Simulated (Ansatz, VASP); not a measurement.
One calculation of Pb, two programs

```xyz
2
Lattice="3.4800 0.0000 0.0000 -1.7400 3.0138 0.0000 0.0000 0.0000 5.5900" Properties=species:S:1:pos:R:3 pbc="T T T"
Pb    0.0000    2.0092    1.3975
Pb    1.7400    1.0046    4.1925
```

Alike in both runs: task electric field gradients; functional PBEsol; k mesh 12 × 12 × 7; occupations fermi-dirac, width 0.05 eV; no spin polarisation.

```csv
,VASP,Ansatz
version,VASP 6.6.1,Ansatz 0.2.0
potentials or method,"VASP PAW PBE potentials, release 64 (Pb_d)","PAW with Ansatz's default frozen-core files, scalar-relativistic"
plane-wave cutoff (eV),520,420
valence electrons in the cell,28,28
```

|  | VASP | Ansatz | Ansatz less VASP |
| --- | --- | --- | --- |
| pressure (GPa) | 0.8 | 0.9 | +0.07 |
| traceless stress, the component that is largest in VASP (GPa) | 0.11 | 0.09 | -0.022 |
| size of Vzz on the site where it differs most (V/Å²) | 8.5 | 7.0 | -1.51 |

VASP's potentials were made for PBE, not for PBEsol.

Neither program's run includes spin-orbit coupling.
